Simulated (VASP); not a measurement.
# InAs3 (Im-3m) in VASP: further runs

InAs3 is run at these levels: PBE; tasks: single point.

Everything below comes from runs of VASP 6.6.1. Logs are shortened: lines on timing, memory, paths and dates and some standing lists are left out, and cuts for length are marked.

**1. The cell of the first run**

Symmetry: Im-3m, No. 229, cubic system. Conventional cell: a = 5.603 Å, b = 5.603 Å, c = 5.603 Å, α = 90.00°, β = 90.00°, γ = 90.00°. In (site symmetry m-3m) has 6 As at 2.80 Å within 3.7 Å. Within 3.7 Å of As (site symmetry 4/mmm) lie 2 In at 2.80 Å and 4 As at 2.80 Å.

**2. Single point, PBE**

INCAR reads:

```
PREC = Accurate ; ENCUT = 520
EDIFF = 1E-7 ; ISMEAR = 0
SIGMA = 0.1 ; LREAL = False
LASPH = True ; NELM = 60
ALGO = Normal ; ISIF = 2
LWAVE = False ; LCHARG = True
GGA = PE ; LELF = True
LVHAR = True ; NBANDS = 22
```

KPOINTS reads:

```
regular mesh
0
Gamma
  4 4 4
```

POSCAR reads:

```
InAs3
1.0
   -2.8013507262      2.8013507262      2.8013507262
    2.8013507262     -2.8013507262      2.8013507262
    2.8013507262      2.8013507262     -2.8013507262
In As
1 3
Direct
    0.0000000000      0.0000000000      0.0000000000
    0.0000000000      0.5000000000      0.5000000000
    0.5000000000      0.0000000000      0.5000000000
    0.5000000000      0.5000000000      0.0000000000
```

Potentials or basis: VASP PAW PBE potentials, release 64 (In_d, As).

On the command line:

```
$ cat potpaw_PBE.64/In_d/POTCAR potpaw_PBE.64/As/POTCAR > POTCAR
$ mpirun -np 1 vasp_std > vasp.out
```

OUTCAR:

```text
PREC = Accurate
   ENCUT = 520
   EDIFF = 1E-7
   ISMEAR = 0
   LREAL = False
   LASPH = True
   NELM = 60
   ISIF = 2
   GGA = PE

 ion  position               nearest neighbor table
   1  0.000  0.000  0.000-   2 2.80   3 2.80   4 2.80   2 2.80   3 2.80   4 2.80
   2  0.000  0.500  0.500-   1 2.80   3 2.80   4 2.80   1 2.80   4 2.80   3 2.80
   3  0.500  0.000  0.500-   1 2.80   2 2.80   4 2.80   4 2.80   1 2.80   2 2.80
   4  0.500  0.500  0.000-   1 2.80   2 2.80   3 2.80   3 2.80   2 2.80   1 2.80

  LATTYP: Found a body centered cubic cell.
 ALAT       =     5.6027014524

  Lattice vectors:

 A1 = (  -2.8013507262,   2.8013507262,   2.8013507262)
 A2 = (   2.8013507262,  -2.8013507262,   2.8013507262)
 A3 = (   2.8013507262,   2.8013507262,  -2.8013507262)

Analysis of symmetry for initial positions (statically):
=====================================================================
 Subroutine PRICEL returns:
 Original cell was already a primitive cell.

 Routine SETGRP: Setting up the symmetry group for a
 body centered cubic supercell.

 Subroutine GETGRP returns: Found 48 space group operations
 (whereof 48 operations were pure point group operations)
 out of a pool of 48 trial point group operations.

The static configuration has the point symmetry O_h .

Analysis of symmetry for dynamics (positions and initial velocities):
=====================================================================
 Subroutine PRICEL returns:
 Original cell was already a primitive cell.

 Routine SETGRP: Setting up the symmetry group for a
 body centered cubic supercell.

 Subroutine GETGRP returns: Found 48 space group operations
 (whereof 48 operations were pure point group operations)
 out of a pool of 48 trial point group operations.

The dynamic configuration has the point symmetry O_h .

 Subroutine INISYM returns: Found 48 space group operations
 (whereof 48 operations are pure point group operations),
 and found     1 'primitive' translations

----------------------------------------------------------------------------------------

                                     Primitive cell

  volume of cell :      87.9351

  direct lattice vectors                    reciprocal lattice vectors
    -2.801350726  2.801350726  2.801350726     0.000000000  0.178485327  0.178485327
     2.801350726 -2.801350726  2.801350726     0.178485327  0.000000000  0.178485327
     2.801350726  2.801350726 -2.801350726     0.178485327  0.178485327  0.000000000

  length of vectors
     4.852081788  4.852081788  4.852081788     0.252416370  0.252416370  0.252416370

  position of ions in fractional coordinates (direct lattice)
     0.000000000  0.000000000  0.000000000
     0.000000000  0.500000000  0.500000000
     0.500000000  0.000000000  0.500000000
     0.500000000  0.500000000  0.000000000

  ion indices of the primitive-cell ions
   primitive index   ion index
                 1           1
                 2           2
                 3           3
                 4           4

----------------------------------------------------------------------------------------

 KPOINTS: regular mesh

Automatic generation of k-mesh.
 Grid dimensions read from file:
 generate k-points for:    4    4    4

 Generating k-lattice:

  Cartesian coordinates                     Fractional coordinates (reciprocal lattice)
     0.000000000  0.044621332  0.044621332     0.250000000  0.000000000  0.000000000
     0.044621332  0.000000000  0.044621332     0.000000000  0.250000000  0.000000000
     0.044621332  0.044621332  0.000000000     0.000000000  0.000000000  0.250000000

  Length of vectors
     0.063104092  0.063104092  0.063104092

  Shift w.r.t. Gamma in fractional coordinates (k-lattice)
     0.000000000  0.000000000  0.000000000

 Subroutine IBZKPT returns following result:
 ===========================================

 Found      8 irreducible k-points:

 Following reciprocal coordinates:
            Coordinates               Weight
  0.000000  0.000000  0.000000      1.000000
  0.250000  0.000000  0.000000     12.000000
  0.500000  0.000000  0.000000      6.000000
  0.250000  0.250000  0.000000     24.000000
  0.250000  0.250000  0.250000      2.000000
 -0.250000  0.250000  0.250000      6.000000
  0.500000  0.500000  0.250000     12.000000
  0.500000  0.500000  0.500000      1.000000
   k-points           NKPTS =      8   k-points in BZ     NKDIM =      8   number of bands    NBANDS=     22
   number of dos      NEDOS =    301   number of ions     NIONS =      4
   total plane-waves  NPLWV =  46656
   dimension x,y,z NGX =    36 NGY =   36 NGZ =   36
   dimension x,y,z NGXF=    72 NGYF=   72 NGZF=   72
   ions per type =               1   3
   NGX,Y,Z   is equivalent  to a cutoff of  12.33, 12.33, 12.33 a.u.
   NGXF,Y,Z  is equivalent  to a cutoff of  24.67, 24.67, 24.67 a.u.
 SYSTEM =  unknown system
   PREC   = accura    normal or accurate (medium, high low for compatibility)
   ISTART =      0    job   : 0-new  1-cont  2-samecut
   ICHARG =      2    charge: 1-file 2-atom 10-const
   ISPIN  =      1    spin polarized calculation?
   LNONCOLLINEAR =      F non collinear calculations
   LSORBIT =      F    spin-orbit coupling
   LASPH  =      T    aspherical Exc in radial PAW
   ENCUT  =  520.0 eV  38.22 Ry    6.18 a.u.   9.02  9.02  9.02*2*pi/ulx,y,z
   NELM   =     60;   NELMIN=  2; NELMDL= -5     # of ELM steps
   EDIFF  = 0.1E-06   stopping-criterion for ELM
   LREAL  =      F    real-space projection
   EDIFFG = 0.1E-05   stopping-criterion for IOM
   NSW    =      0    number of steps for IOM
   IBRION =     -1    ionic relax: 0-MD 1-quasi-New 2-CG
   NFREE  =      0    steps in history (QN), initial steepest desc. (CG)
   ISIF   =      2    stress and relaxation
   ISYM   =      2    0-nonsym 1-usesym 2-fastsym
   POTIM  = 0.5000    time-step for ionic-motion
   TEBEG  =    0.0;   TEEND  =   0.0 temperature during run
   PSTRESS=    0.0 pullay stress
   NELECT =      28.0000    total number of electrons
   NUPDOWN=      -1.0000    fix difference up-down
   EMIN   =  10.00;   EMAX   =-10.00  energy-range for DOS
   EFERMI =   0.00;   METHOD = LEGACY
   ISMEAR =     0;   SIGMA  =   0.10  broadening in eV -4-tet -1-fermi 0-gaus
   EFERMI_NEDOS =   21; number of points for ismear=-14 and -15
   IALGO  =     38    algorithm
   IMIX   =      4    mixing-type and parameters
     AMIX     =   0.40;   BMIX     =  1.00
     AMIX_MAG =   1.60;   BMIX_MAG =  1.00
  volume/ion in A,a.u.               =      21.98       148.35
  Fermi-wavevector in a.u.,A,eV,Ry     =   1.117910  2.112543 17.003499  1.249722
  Thomas-Fermi vector in A             =   2.254536
   LORBIT       =      0    0 simple, 1 ext, 2 COOP (PROOUT), +10 PAW based schemes
   GGA     = PE    functional components
   LHFCALC =     F    Hartree Fock is set to
   AEXX    =    0.0000 exact exchange contribution
   IVDW    =     0    specifies the selected vdW correction
   LEPSILON=     F    determine dielectric tensor
   LRPA    =     F    only Hartree local field effects (RPA)
 non-spin polarized calculation
 Gauss-broadening in eV      SIGMA  =   0.10
  energy-cutoff  :      520.00
  volume of cell :       87.94
 maximum number of plane-waves:      2390
   NGX = 19   NGY = 19   NGZ = 19

 number of electron      27.9999987 magnetization

 Free energy of the ion-electron system (eV)
  ---------------------------------------------------
  ext. energy  EPLUGINS =         0.00000000
  ---------------------------------------------------
  free energy    TOTEN  =       -16.02210377 eV

  energy without entropy =      -16.00424241  energy(sigma->0) =      -16.01317309

 E-fermi :   5.7258     XC(G=0): -10.2218

 val. band max:        5.6404463724   @ k =   0.5000   0.5000   0.2500
 cond. band min:       5.7899816663   @ k =   0.5000   0.0000   0.0000
 fundamental gap:      0.1495352939
 Fermi energy:         5.7258265598

 k-point     1 :       0.0000    0.0000    0.0000
  band No.  band energies     occupation
      1      -8.6796      2.00000
      2      -8.6796      2.00000
      3      -8.5349      2.00000
      4      -8.5349      2.00000
      5      -8.5349      2.00000
      6      -7.7234      2.00000
[... 14 lines left out ...]
     21      10.5375      0.00000
     22      15.0833      0.00000

 k-point     2 :       0.2500    0.0000    0.0000
  band No.  band energies     occupation
      1      -8.6905      2.00000
      2      -8.6609      2.00000
      3      -8.5392      2.00000
      4      -8.5357      2.00000
      5      -8.5273      2.00000
      6      -7.2318      2.00000
[... 14 lines left out ...]
     21      11.3317      0.00000
     22      13.3064      0.00000

 k-point     3 :       0.5000    0.0000    0.0000
  band No.  band energies     occupation
      1      -8.7064      2.00000
      2      -8.6408      2.00000
      3      -8.5436      2.00000
      4      -8.5361      2.00000
      5      -8.5197      2.00000
      6      -6.1863      2.00000
[... 14 lines left out ...]
     21      12.3209      0.00000
     22      13.5122      0.00000

 k-point     4 :       0.2500    0.2500    0.0000
  band No.  band energies     occupation
      1      -8.6869      2.00000
      2      -8.6602      2.00000
      3      -8.5421      2.00000
      4      -8.5341      2.00000
      5      -8.5257      2.00000
      6      -6.3155      2.00000
[... 14 lines left out ...]
     21      12.2382      0.00000
     22      13.3300      0.00000

 k-point     5 :       0.2500    0.2500    0.2500
  band No.  band energies     occupation
      1      -8.6405      2.00000
      2      -8.6405      2.00000
      3      -8.5394      2.00000
      4      -8.5394      2.00000
      5      -8.5394      2.00000
      6      -5.1617      2.00000
[... 14 lines left out ...]
     21      10.3561      0.00000
     22      16.1310      0.00000

 k-point     6 :      -0.2500    0.2500    0.2500
  band No.  band energies     occupation
      1      -8.7257      2.00000
      2      -8.6848      2.00000
      3      -8.5318      2.00000
      4      -8.5318      2.00000
      5      -8.5278      2.00000
      6      -6.7371      2.00000
[... 14 lines left out ...]
     21      12.6103      0.00000
     22      12.6103      0.00000

 k-point     7 :       0.5000    0.5000    0.2500
  band No.  band energies     occupation
      1      -8.7437      2.00000
      2      -8.7193      2.00000
      3      -8.5322      2.00000
      4      -8.5285      2.00000
      5      -8.5202      2.00000
      6      -5.7468      2.00000
[... 14 lines left out ...]
     21      12.9194      0.00000
     22      13.0926      0.00000

 k-point     8 :       0.5000    0.5000    0.5000
  band No.  band energies     occupation
      1      -8.7840      2.00000
      2      -8.7840      2.00000
      3      -8.5207      2.00000
      4      -8.5207      2.00000
      5      -8.5207      2.00000
      6      -5.2170      2.00000
[... 14 lines left out ...]
     21      12.4085      0.00000
     22      14.9935      0.00000

------------------------ aborting loop because EDIFF is reached ----------------------------------------

  FORCE on cell =-STRESS in cart. coord.  units (eV):
  Direction    XX          YY          ZZ          XY          YZ          ZX
  --------------------------------------------------------------------------------------
  -------------------------------------------------------------------------------------
  Total       -0.0554918     -0.0554918     -0.0554918     -0.0000000      0.0000000     -0.0000000
  in kB       -1.0110593     -1.0110593     -1.0110593     -0.0000000      0.0000000     -0.0000000
  external PRESSURE =      -1.0110593 kB  Pullay stress =       0.0000000 kB

 VOLUME and BASIS-vectors are now :
 -----------------------------------------------------------------------------
  energy-cutoff  :      520.00
  volume of cell :       87.94
      direct lattice vectors                 reciprocal lattice vectors
    -2.801350726  2.801350726  2.801350726     0.000000000  0.178485327  0.178485327
     2.801350726 -2.801350726  2.801350726     0.178485327  0.000000000  0.178485327
     2.801350726  2.801350726 -2.801350726     0.178485327  0.178485327  0.000000000

 POSITION                                       TOTAL-FORCE (eV/Angst)
 -----------------------------------------------------------------------------------
      0.00000      0.00000      0.00000         0.000000     -0.000000     -0.000000
      2.80135      0.00000      0.00000         0.000000      0.000000      0.000000
      0.00000      2.80135      0.00000        -0.000000      0.000000      0.000000
      0.00000      0.00000      2.80135        -0.000000     -0.000000     -0.000000
 -----------------------------------------------------------------------------------
    total drift:                                0.000000     -0.000000     -0.000000

  FREE ENERGIE OF THE ION-ELECTRON SYSTEM (eV)
  ---------------------------------------------------
  free  energy   TOTEN  =       -16.0221037704 eV

  energy  without entropy=      -16.0042424099  energy(sigma->0) =      -16.01317309
```

It took 12 s on 1 thread of AMD EPYC 9R45 (Zen 5), shared host; peak memory 0.17 GiB.

Results:

```yaml
Free_energy: -16.0221 eV
Pressure: -0.1 GPa
Band_gap_on_the_k_mesh: zero (band 14 reaches 5.86 eV, above the bottom of band 15 at 3.36 eV)
```

Levels at points of the mesh, in eV from the Fermi level:
| k point | band 10 | band 11 | band 12 | band 13 | band 14 | band 15 | band 16 | band 17 | band 18 | band 19 |
| --- | --- | --- | --- | --- | --- | --- | --- | --- | --- | --- |
| (0.00, 0.00, 0.00) | -3.69 | -3.69 | -2.43 | -2.43 | -2.43 | -2.37 | 3.41 | 3.41 | 3.41 | 4.81 |
| (0.50, 0.00, 0.00) | -4.10 | -3.10 | -1.05 | -0.46 | -0.37 | 0.06 | 1.18 | 3.84 | 4.26 | 4.38 |
| (0.50, 0.50, 0.50) | -5.65 | -5.65 | -1.28 | -0.72 | -0.72 | -0.72 | 5.80 | 5.80 | 5.80 | 6.68 |

Caveat: the k points lie up to 0.40 Å⁻¹ apart; spin-orbit coupling is left out, which moves the levels of the heavy elements.

**3. Single point, PBE**

This run uses another cell than the first one, of 29.04 Å³/atom, 1.321 times its volume.

INCAR reads:

```
SYSTEM = InAs3
PREC = Accurate
ENCUT = 520
EDIFF = 1E-7
ISMEAR = 0
SIGMA = 0.1
LREAL = .FALSE.
LASPH = .TRUE.
NELM = 80
ALGO = Normal
ISIF = 2
LWAVE = .FALSE.
LCHARG = .TRUE.
GGA = PE
LELF = .TRUE.
LVHAR = .TRUE.
NBANDS = 22
```

KPOINTS reads:

```
regular mesh
0
G
  4 4 4
  0 0 0
```

POSCAR reads:

```
InAs3
1.0
   -3.0738742600      3.0738742600      3.0738742600
    3.0738742600     -3.0738742600      3.0738742600
    3.0738742600      3.0738742600     -3.0738742600
In As
1 3
Direct
    0.0000000000      0.0000000000      0.0000000000
    0.0000000000      0.5000000000      0.5000000000
    0.5000000000      0.0000000000      0.5000000000
    0.5000000000      0.5000000000      0.0000000000
```

Potentials or basis: VASP PAW PBE potentials, release 64 (In_d, As).

On the command line:

```
$ cat potpaw_PBE.64/In_d/POTCAR potpaw_PBE.64/As/POTCAR > POTCAR
$ mpirun -np 1 vasp_std > vasp.out
```

It took 17 s on 1 thread of AMD EPYC 9R45 (Zen 5), shared host; peak memory 0.2 GiB.

The run converged. Its results:

```yaml
Free_energy: -14.8700 eV
Pressure: -9.9 GPa
Band_gap_on_the_k_mesh: zero (band 14 reaches 2.99 eV, above the bottom of band 15 at 1.37 eV)
```

Levels at points of the mesh, in eV from the Fermi level:
```
           k point  band 10  band 11  band 12  band 13  band 14  band 15  band 16  band 17  band 18  band 19
(0.00, 0.00, 0.00)    -2.54    -2.54    -2.54    -1.62    -1.62    -1.62     3.66     3.66     3.66     4.12
(0.50, 0.00, 0.00)    -2.83    -2.03    -0.60    -0.30    -0.11    -0.09     0.88     2.64     3.39     3.59
(0.50, 0.50, 0.50)    -3.95    -3.95    -2.44    -0.45    -0.45    -0.45     4.19     4.19     4.19     6.78
```

Caveat: the k points lie up to 0.36 Å⁻¹ apart; spin-orbit coupling is left out, which moves the levels of the heavy elements.
